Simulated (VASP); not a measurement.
# CdS (Fm-3m) in VASP: a series of runs

CdS is run at these levels: PBE, PBEsol; tasks: single point.

Program: VASP 6.6.1. These are calculated values, not measurements. Logs are shortened: lines on timing, memory, paths and dates and some standing lists are left out, and cuts for length are marked.

## Step 1: The cell of the first run

It takes space group Fm-3m (No. 225, cubic). The conventional cell has a = 5.506 Å, b = 5.506 Å, c = 5.506 Å, α = 90.00°, β = 90.00°, γ = 90.00°. Cd (site symmetry m-3m) has 6 S at 2.75 Å within 3.6 Å. Within 3.6 Å of S (site symmetry m-3m) lie 6 Cd at 2.75 Å.

## Step 2: Single point, PBE

File INCAR:

```
PREC = Accurate ; ENCUT = 520
EDIFF = 1E-6 ; ISMEAR = 0
SIGMA = 0.1 ; LREAL = False
LASPH = True ; NELM = 80
ALGO = Normal ; ISIF = 2
LWAVE = False ; LCHARG = False
GGA = PE ; NBANDS = 16
```

File KPOINTS:

```
regular mesh
0
Gamma
  4 4 4
```

File POSCAR:

```
CdS
1.0
    0.0000000000      2.7532440000      2.7532440000
    2.7532440000      0.0000000000      2.7532440000
    2.7532440000      2.7532440000      0.0000000000
Cd S
1 1
Direct
    0.0000000000      0.0000000000      0.0000000000
    0.5000000000      0.5000000000      0.5000000000
```

Potentials or basis: VASP PAW PBE potentials, release 64 (Cd, S).

Command:

```
$ cat potpaw_PBE.64/Cd/POTCAR potpaw_PBE.64/S/POTCAR > POTCAR
$ mpirun -np 1 vasp_std > vasp.out
```

OUTCAR:

```text
PREC = Accurate
   ENCUT = 520
   EDIFF = 1E-6
   ISMEAR = 0
   LREAL = False
   LASPH = True
   NELM = 80
   ISIF = 2
   GGA = PE

 ion  position               nearest neighbor table
   1  0.000  0.000  0.000-   2 2.75   2 2.75   2 2.75   2 2.75   2 2.75   2 2.75
   2  0.500  0.500  0.500-   1 2.75   1 2.75   1 2.75   1 2.75   1 2.75   1 2.75

  LATTYP: Found a face centered cubic cell.
 ALAT       =     5.5064880000

  Lattice vectors:

 A1 = (   0.0000000000,   2.7532440000,   2.7532440000)
 A2 = (   2.7532440000,   0.0000000000,   2.7532440000)
 A3 = (   2.7532440000,   2.7532440000,   0.0000000000)

Analysis of symmetry for initial positions (statically):
=====================================================================
 Subroutine PRICEL returns:
 Original cell was already a primitive cell.

 Routine SETGRP: Setting up the symmetry group for a
 face centered cubic supercell.

 Subroutine GETGRP returns: Found 48 space group operations
 (whereof 48 operations were pure point group operations)
 out of a pool of 48 trial point group operations.

The static configuration has the point symmetry O_h .

Analysis of symmetry for dynamics (positions and initial velocities):
=====================================================================
 Subroutine PRICEL returns:
 Original cell was already a primitive cell.

 Routine SETGRP: Setting up the symmetry group for a
 face centered cubic supercell.

 Subroutine GETGRP returns: Found 48 space group operations
 (whereof 48 operations were pure point group operations)
 out of a pool of 48 trial point group operations.

The dynamic configuration has the point symmetry O_h .

 Subroutine INISYM returns: Found 48 space group operations
 (whereof 48 operations are pure point group operations),
 and found     1 'primitive' translations

----------------------------------------------------------------------------------------

                                     Primitive cell

  volume of cell :      41.7411

  direct lattice vectors                    reciprocal lattice vectors
     0.000000000  2.753244000  2.753244000    -0.181603955  0.181603955  0.181603955
     2.753244000  0.000000000  2.753244000     0.181603955 -0.181603955  0.181603955
     2.753244000  2.753244000  0.000000000     0.181603955  0.181603955 -0.181603955

  length of vectors
     3.893675005  3.893675005  3.893675005     0.314547277  0.314547277  0.314547277

  position of ions in fractional coordinates (direct lattice)
     0.000000000  0.000000000  0.000000000
     0.500000000  0.500000000  0.500000000

  ion indices of the primitive-cell ions
   primitive index   ion index
                 1           1
                 2           2

----------------------------------------------------------------------------------------

 KPOINTS: regular mesh

Automatic generation of k-mesh.
 Grid dimensions read from file:
 generate k-points for:    4    4    4

 Generating k-lattice:

  Cartesian coordinates                     Fractional coordinates (reciprocal lattice)
    -0.045400989  0.045400989  0.045400989     0.250000000  0.000000000  0.000000000
     0.045400989 -0.045400989  0.045400989     0.000000000  0.250000000  0.000000000
     0.045400989  0.045400989 -0.045400989     0.000000000  0.000000000  0.250000000

  Length of vectors
     0.078636819  0.078636819  0.078636819

  Shift w.r.t. Gamma in fractional coordinates (k-lattice)
     0.000000000  0.000000000  0.000000000

 Subroutine IBZKPT returns following result:
 ===========================================

 Found      8 irreducible k-points:

 Following reciprocal coordinates:
            Coordinates               Weight
  0.000000  0.000000  0.000000      1.000000
  0.250000  0.000000  0.000000      8.000000
  0.500000  0.000000  0.000000      4.000000
  0.250000  0.250000  0.000000      6.000000
  0.500000  0.250000  0.000000     24.000000
 -0.250000  0.250000  0.000000     12.000000
  0.500000  0.500000  0.000000      3.000000
 -0.250000  0.500000  0.250000      6.000000
   k-points           NKPTS =      8   k-points in BZ     NKDIM =      8   number of bands    NBANDS=     16
   number of dos      NEDOS =    301   number of ions     NIONS =      2
   total plane-waves  NPLWV =  27000
   dimension x,y,z NGX =    30 NGY =   30 NGZ =   30
   dimension x,y,z NGXF=    60 NGYF=   60 NGZF=   60
   ions per type =               1   1
   NGX,Y,Z   is equivalent  to a cutoff of  12.81, 12.81, 12.81 a.u.
   NGXF,Y,Z  is equivalent  to a cutoff of  25.62, 25.62, 25.62 a.u.
 SYSTEM =  unknown system
   PREC   = accura    normal or accurate (medium, high low for compatibility)
   ISTART =      0    job   : 0-new  1-cont  2-samecut
   ICHARG =      2    charge: 1-file 2-atom 10-const
   ISPIN  =      1    spin polarized calculation?
   LNONCOLLINEAR =      F non collinear calculations
   LSORBIT =      F    spin-orbit coupling
   LASPH  =      T    aspherical Exc in radial PAW
   ENCUT  =  520.0 eV  38.22 Ry    6.18 a.u.   7.24  7.24  7.24*2*pi/ulx,y,z
   NELM   =     80;   NELMIN=  2; NELMDL= -5     # of ELM steps
   EDIFF  = 0.1E-05   stopping-criterion for ELM
   LREAL  =      F    real-space projection
   EDIFFG = 0.1E-04   stopping-criterion for IOM
   NSW    =      0    number of steps for IOM
   IBRION =     -1    ionic relax: 0-MD 1-quasi-New 2-CG
   NFREE  =      0    steps in history (QN), initial steepest desc. (CG)
   ISIF   =      2    stress and relaxation
   ISYM   =      2    0-nonsym 1-usesym 2-fastsym
   POTIM  = 0.5000    time-step for ionic-motion
   TEBEG  =    0.0;   TEEND  =   0.0 temperature during run
   PSTRESS=    0.0 pullay stress
   NELECT =      18.0000    total number of electrons
   NUPDOWN=      -1.0000    fix difference up-down
   EMIN   =  10.00;   EMAX   =-10.00  energy-range for DOS
   EFERMI =   0.00;   METHOD = LEGACY
   ISMEAR =     0;   SIGMA  =   0.10  broadening in eV -4-tet -1-fermi 0-gaus
   EFERMI_NEDOS =   21; number of points for ismear=-14 and -15
   IALGO  =     38    algorithm
   IMIX   =      4    mixing-type and parameters
     AMIX     =   0.40;   BMIX     =  1.00
     AMIX_MAG =   1.60;   BMIX_MAG =  1.00
  volume/ion in A,a.u.               =      20.87       140.84
  Fermi-wavevector in a.u.,A,eV,Ry     =   1.236833  2.337275 20.813583  1.529755
  Thomas-Fermi vector in A             =   2.371425
   LORBIT       =      0    0 simple, 1 ext, 2 COOP (PROOUT), +10 PAW based schemes
   GGA     = PE    functional components
   LHFCALC =     F    Hartree Fock is set to
   AEXX    =    0.0000 exact exchange contribution
   IVDW    =     0    specifies the selected vdW correction
   LEPSILON=     F    determine dielectric tensor
   LRPA    =     F    only Hartree local field effects (RPA)
 non-spin polarized calculation
 Gauss-broadening in eV      SIGMA  =   0.10
  energy-cutoff  :      520.00
  volume of cell :       41.74
 maximum number of plane-waves:      1158
 NGX is ok and might be reduce to    30
   NGX = 15   NGY = 15   NGZ = 15

 number of electron      18.0000005 magnetization

 Free energy of the ion-electron system (eV)
  ---------------------------------------------------
  ext. energy  EPLUGINS =         0.00000000
  ---------------------------------------------------
  free energy    TOTEN  =        -5.80007939 eV

  energy without entropy =       -5.79749593  energy(sigma->0) =       -5.79878766

 E-fermi :   2.8750     XC(G=0): -10.2946

 val. band max:        2.7484446577   @ k =   0.5000   0.0000   0.0000
 cond. band min:       2.9662220183   @ k =   0.5000   0.5000   0.0000
 fundamental gap:      0.2177773606
 Fermi energy:         2.8749806485

 k-point     1 :       0.0000    0.0000    0.0000
  band No.  band energies     occupation
      1      -9.9088      2.00000
      2      -4.8780      2.00000
      3      -4.8780      2.00000
      4      -4.8780      2.00000
      5      -4.8758      2.00000
      6      -4.8758      2.00000
[... 8 lines left out ...]
     15      14.0292      0.00000
     16      14.0705      0.00000

 k-point     2 :       0.2500    0.0000    0.0000
  band No.  band energies     occupation
      1      -9.4321      2.00000
      2      -5.0222      2.00000
      3      -5.0222      2.00000
      4      -4.9408      2.00000
      5      -4.7823      2.00000
      6      -4.7823      2.00000
[... 8 lines left out ...]
     15      13.5512      0.00000
     16      13.5512      0.00000

 k-point     3 :       0.5000    0.0000    0.0000
  band No.  band energies     occupation
      1      -8.8154      2.00000
      2      -5.1598      2.00000
      3      -5.1598      2.00000
      4      -5.1046      2.00000
      5      -4.6842      2.00000
      6      -4.6842      2.00000
[... 8 lines left out ...]
     15      15.7152      0.00000
     16      15.7152      0.00000

 k-point     4 :       0.2500    0.2500    0.0000
  band No.  band energies     occupation
      1      -9.3747      2.00000
      2      -4.9963      2.00000
      3      -4.9515      2.00000
      4      -4.8242      2.00000
      5      -4.7715      2.00000
      6      -4.7715      2.00000
[... 8 lines left out ...]
     15      15.6731      0.00000
     16      17.2812      0.00000

 k-point     5 :       0.5000    0.2500    0.0000
  band No.  band energies     occupation
      1      -8.9411      2.00000
      2      -4.9784      2.00000
      3      -4.9736      2.00000
      4      -4.8375      2.00000
      5      -4.6617      2.00000
      6      -4.5545      2.00000
[... 8 lines left out ...]
     15      16.3009      0.00000
     16      17.5775      0.00000

 k-point     6 :      -0.2500    0.2500    0.0000
  band No.  band energies     occupation
      1      -8.9909      2.00000
      2      -5.1016      2.00000
      3      -5.0468      2.00000
      4      -4.8972      2.00000
      5      -4.7396      2.00000
      6      -4.6127      2.00000
[... 8 lines left out ...]
     15      16.3413      0.00000
     16      16.9485      0.00000

 k-point     7 :       0.5000    0.5000    0.0000
  band No.  band energies     occupation
      1      -9.0450      2.00000
      2      -5.0251      2.00000
      3      -4.7723      2.00000
      4      -4.6223      2.00000
      5      -4.6223      2.00000
      6      -3.9661      2.00000
[... 8 lines left out ...]
     15      17.0828      0.00000
     16      17.3586      0.00000

 k-point     8 :      -0.2500    0.5000    0.2500
  band No.  band energies     occupation
      1      -8.8980      2.00000
      2      -5.0032      2.00000
      3      -4.8721      2.00000
      4      -4.8721      2.00000
      5      -4.6222      2.00000
      6      -4.1448      2.00000
[... 8 lines left out ...]
     15      15.5842      0.00000
     16      17.3473      0.00000

------------------------ aborting loop because EDIFF is reached ----------------------------------------

  FORCE on cell =-STRESS in cart. coord.  units (eV):
  Direction    XX          YY          ZZ          XY          YZ          ZX
  --------------------------------------------------------------------------------------
  -------------------------------------------------------------------------------------
  Total        0.0763857      0.0763857      0.0763857     -0.0000000     -0.0000000      0.0000000
  in kB        2.9319648      2.9319648      2.9319648     -0.0000000     -0.0000000      0.0000000
  external PRESSURE =       2.9319648 kB  Pullay stress =       0.0000000 kB

 VOLUME and BASIS-vectors are now :
 -----------------------------------------------------------------------------
  energy-cutoff  :      520.00
  volume of cell :       41.74
      direct lattice vectors                 reciprocal lattice vectors
     0.000000000  2.753244000  2.753244000    -0.181603955  0.181603955  0.181603955
     2.753244000  0.000000000  2.753244000     0.181603955 -0.181603955  0.181603955
     2.753244000  2.753244000  0.000000000     0.181603955  0.181603955 -0.181603955

 POSITION                                       TOTAL-FORCE (eV/Angst)
 -----------------------------------------------------------------------------------
      0.00000      0.00000      0.00000        -0.000000      0.000000     -0.000000
      2.75324      2.75324      2.75324         0.000000     -0.000000      0.000000
 -----------------------------------------------------------------------------------
    total drift:                               -0.000000      0.000000      0.000000

  FREE ENERGIE OF THE ION-ELECTRON SYSTEM (eV)
  ---------------------------------------------------
  free  energy   TOTEN  =        -5.8000793866 eV

  energy  without entropy=       -5.7974959252  energy(sigma->0) =       -5.79878766
```

It took 6.1 s on 1 thread of Intel Xeon 6975P-C (Granite Rapids), shared host; peak memory 0.16 GiB.

Results:

| Item | Value |
| --- | --- |
| Free energy | -5.8001 eV |
| Pressure | 0.3 GPa |
| Band gap on the k mesh | 0.22 eV, indirect (least direct gap 1.51 eV) |

Caveat: the k points lie up to 0.49 Å⁻¹ apart. A k mesh can miss the band edges.

## Step 3: Single point, PBEsol

File INCAR:

```
SYSTEM = CdS
PREC = Accurate ; ENCUT = 520
EDIFF = 1E-7 ; ISMEAR = 0
SIGMA = 0.1 ; LREAL = .False.
LASPH = .True. ; NELM = 60
ALGO = Normal ; ISIF = 2
LWAVE = .False. ; LCHARG = .True.
GGA = PS ; LELF = .True.
LVHAR = .True. ; NBANDS = 16
```

File KPOINTS:

```
regular mesh
0
Gamma
  4 4 4
  0 0 0
```

POSCAR is that of step 2.

Potentials or basis: VASP PAW PBE potentials, release 64 (Cd, S).

Command:

```
$ cat potpaw_PBE.64/Cd/POTCAR potpaw_PBE.64/S/POTCAR > POTCAR
$ mpirun -np 1 vasp_std > vasp.out
```

Wall time 7.5 s (1 thread of Intel Xeon 6975P-C (Granite Rapids), shared host); peak memory 0.16 GiB.

The run converged. Its results:

| Property | Result |
| --- | --- |
| Free energy | -6.5375 eV |
| Pressure | -3.6 GPa |
| Band gap on the k mesh | 0.11 eV, indirect (least direct gap 1.40 eV) |

Levels at points of the mesh, in eV from the valence-band top:
```csv
k point,band 5,band 6,band 7,band 8,band 9,band 10,band 11,band 12,band 13,band 14
"(0.00, 0.00, 0.00)",-7.58,-7.58,-0.71,-0.71,-0.71,0.69,9.13,9.13,9.13,11.08
"(0.50, 0.00, 0.00)",-7.38,-7.38,-4.83,0.00,0.00,3.36,5.79,5.79,6.58,11.99
"(0.50, 0.50, 0.00)",-7.32,-6.67,-4.19,-2.10,-2.10,0.11,5.92,9.60,10.99,10.99
```

Caveat: the k points lie up to 0.49 Å⁻¹ apart; the PAW data sets were made with another functional, which shifts forces and pressure a little. A k mesh can miss the band edges.

## Step 4: Single point, PBEsol

File INCAR:

```
  PREC = Accurate
  ENCUT = 520
  EDIFF = 1E-6
  ISMEAR = 0
  SIGMA = 0.1
  LREAL = False
  LASPH = True
  NELM = 80
  ALGO = Normal
  ISIF = 2
  LWAVE = False
  LCHARG = True
  GGA = PS
  LELF = True
  LVHAR = True
  NBANDS = 16
```

File KPOINTS:

```
Automatic mesh
0
Gamma
  4 4 4
```

POSCAR is that of step 3.

Command:

```
$ cat potpaw_PBE.64/Cd/POTCAR potpaw_PBE.64/S/POTCAR > POTCAR
$ mpirun -np 1 vasp_std > vasp.out
```

Wall time 8 s (1 thread of Intel Xeon 6975P-C (Granite Rapids), shared host); peak memory 0.16 GiB.

Results (log left out):

| Property | Result |
| --- | --- |
| Free energy | -6.5375 eV |
| Pressure | -3.6 GPa |
| Band gap on the k mesh | 0.11 eV, indirect (least direct gap 1.40 eV) |

Levels at points of the mesh, in eV from the valence-band top:
| k point | band 5 | band 6 | band 7 | band 8 | band 9 | band 10 | band 11 | band 12 | band 13 | band 14 |
| --- | --- | --- | --- | --- | --- | --- | --- | --- | --- | --- |
| (0.00, 0.00, 0.00) | -7.58 | -7.58 | -0.71 | -0.71 | -0.71 | 0.69 | 9.13 | 9.13 | 9.13 | 11.08 |
| (0.50, 0.00, 0.00) | -7.38 | -7.38 | -4.83 | 0.00 | 0.00 | 3.36 | 5.79 | 5.79 | 6.58 | 11.99 |
| (0.50, 0.50, 0.00) | -7.32 | -6.67 | -4.19 | -2.10 | -2.10 | 0.11 | 5.92 | 9.60 | 10.99 | 10.99 |

Caveat: the k points lie up to 0.49 Å⁻¹ apart; the PAW data sets were made with another functional, which shifts forces and pressure a little. A k mesh can miss the band edges.

## Step 5: Single point, PBE

File INCAR:

```
SYSTEM = CdS
ALGO     = Normal         ! electronic algorithm
EDIFF    = 1E-7           ! SCF threshold, eV
ENCUT    = 520            ! plane-wave cutoff, eV
GGA      = PE             ! functional
ISIF     = 2              ! what is computed and relaxed
ISMEAR   = 0              ! smearing method
LASPH    = .TRUE.         ! aspherical terms in the spheres
LCHARG   = .FALSE.        ! write CHGCAR
LREAL    = .FALSE.        ! projectors in reciprocal space
LWAVE    = .FALSE.        ! write WAVECAR
NBANDS   = 16             ! bands
NELM     = 60             ! most SCF steps
PREC     = Accurate       ! precision mode
SIGMA    = 0.1            ! smearing width, eV
```

File KPOINTS:

```
k-points
0
G
  5 5 5
  0 0 0
```

POSCAR is that of step 4.

Command:

```
$ cat potpaw_PBE.64/Cd/POTCAR potpaw_PBE.64/S/POTCAR > POTCAR
$ mpirun -np 1 vasp_std > vasp.out
```

Run time: 6.3 s. Hardware: 1 thread of Intel Xeon 6975P-C (Granite Rapids), shared host; peak memory 0.16 GiB.

It converged, with:

```
Free energy            : -5.8557 eV
Pressure               : 0.0 GPa
Band gap on the k mesh : 0.74 eV, indirect (least direct gap 1.52 eV)
```

Levels at points of the mesh, in eV from the valence-band top:
```csv
k point,band 7,band 8,band 9,band 10,band 11,band 12
"(0.00, 0.00, 0.00)",-0.70,-0.70,-0.70,0.82,9.21,9.21
```

A k mesh can miss the band edges. PBE gaps usually lie below the measured ones, often by a third to a half.

## Step 6: Single point, PBE, collinear spin, ferromagnetic start

File INCAR:

```
SYSTEM = CdS
PREC     = Accurate       ! precision mode
ENCUT    = 520            ! plane-wave cutoff, eV
EDIFF    = 1E-7           ! SCF threshold, eV
ISMEAR   = -1             ! smearing method
SIGMA    = 0.08617333262145177 ! smearing width, eV
LREAL    = .FALSE.        ! projectors in reciprocal space
LASPH    = .TRUE.         ! aspherical terms in the spheres
NELM     = 150            ! most SCF steps
ALGO     = Normal         ! electronic algorithm
ISIF     = 2              ! what is computed and relaxed
LWAVE    = .FALSE.        ! write WAVECAR
LCHARG   = .TRUE.         ! write CHGCAR
ISPIN    = 2              ! spin polarisation
MAGMOM   = 0.1 0          ! initial moments
LORBIT   = 11             ! projections on sites
GGA      = PE             ! functional
LELF     = .TRUE.         ! ELF
LVHAR    = .TRUE.       
NBANDS   = 20             ! bands
```

File KPOINTS:

```
regular mesh
0
G
  2 2 2
  0 0 0
```

POSCAR is that of step 5.

Potentials or basis: VASP PAW PBE potentials, release 64 (Cd, S).

Command:

```
$ cat potpaw_PBE.64/Cd/POTCAR potpaw_PBE.64/S/POTCAR > POTCAR
$ mpirun -np 1 vasp_std > vasp.out
```

Run time: 11 s. Hardware: 1 thread of Intel Xeon 6975P-C (Granite Rapids), shared host; peak memory 0.18 GiB.

It converged, with:

* Free energy: -4.2228 eV
* Pressure: 6.7 GPa
* Net moment: 0.00 μB per cell
* Valence electrons inside the program's atomic spheres: Cd 10.21; S 3.74

Levels at points of the mesh, in eV from the Fermi level:
Spin up:
```csv
k point,band 5,band 6,band 7,band 8,band 9,band 10,band 11,band 12,band 13,band 14
"(0.00, 0.00, 0.00)",-7.85,-7.85,-0.82,-0.82,-0.82,0.66,9.03,9.03,9.03,11.06
"(0.50, 0.00, 0.00)",-7.66,-7.66,-4.95,-0.13,-0.13,3.37,5.69,5.69,6.48,12.10
"(0.50, 0.50, 0.00)",-7.60,-6.92,-4.26,-2.20,-2.20,0.00,5.91,9.63,10.93,10.93
```
Spin down:
| k point | band 5 | band 6 | band 7 | band 8 | band 9 | band 10 | band 11 | band 12 | band 13 | band 14 |
| --- | --- | --- | --- | --- | --- | --- | --- | --- | --- | --- |
| (0.00, 0.00, 0.00) | -7.85 | -7.85 | -0.82 | -0.82 | -0.82 | 0.66 | 9.03 | 9.03 | 9.03 | 11.06 |
| (0.50, 0.00, 0.00) | -7.66 | -7.66 | -4.95 | -0.13 | -0.13 | 3.37 | 5.69 | 5.69 | 6.48 | 12.10 |
| (0.50, 0.50, 0.00) | -7.60 | -6.92 | -4.26 | -2.20 | -2.20 | 0.00 | 5.91 | 9.63 | 10.93 | 10.93 |

Caveat: the k points lie up to 0.99 Å⁻¹ apart.

## Step 7: Overview

| level | spin | k mesh | smearing | gap on the mesh (eV) | pressure (GPa) |
| --- | --- | --- | --- | --- | --- |
| PBE | off | 4 × 4 × 4 | gaussian 0.1 eV | 0.22 | 0.3 |
| PBEsol | off | 4 × 4 × 4 | gaussian 0.1 eV | 0.11 | -3.6 |
| PBE | off | 5 × 5 × 5 | gaussian 0.1 eV | 0.74 | 0.0 |
| PBE | collinear, ferromagnetic start | 2 × 2 × 2 | fermi-dirac 0.0861733 eV | - | 6.7 |

Alike in all rows: task single point; potentials or basis VASP PAW PBE potentials, release 64 (Cd, S); cell as given; cutoff (eV) 520.

Caveats: some runs use coarse meshes; the PAW data sets were made with another functional, which shifts forces and pressure a little (some runs).

Absolute energies hang on the potentials; compare differences alone.
